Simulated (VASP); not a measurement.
**Al: single point with r2SCAN**

The system is Al.

```
Al
1.0
     0.00000    1.99565    1.99565
     1.99565    0.00000    1.99565
     1.99565    1.99565    0.00000
Al
1
Direct
  0.00000 0.00000 0.00000
```

```json
{
 "Program": "VASP 6.6.1",
 "Task": "single point",
 "Functional": "r2SCAN",
 "Potentials or basis": "VASP PAW PBE potentials, release 64 (Al)",
 "Cutoff": "520 eV",
 "k mesh": "18 × 18 × 18",
 "Occupations": "gaussian, width 0.05 eV",
 "Spin": "no spin polarisation"
}
```

```yaml
Pressure: -0.3 GPa
```

Levels at points of the mesh, in eV from the Fermi level:
```tsv
k point	band 1	band 2	band 3	band 4
(0.00, 0.00, 0.00)	-12.10	13.54	13.54	13.54
(0.50, 0.00, 0.00)	-5.15	-4.58	12.27	12.27
(0.50, 0.50, 0.00)	-3.24	-1.66	5.48	6.19
```

Run time: 4 min on 1 thread of AMD EPYC 7R13 (shared host), peak memory 0.12 GiB.

Caveat: the PAW data sets were made with another functional, which shifts forces and pressure a little.
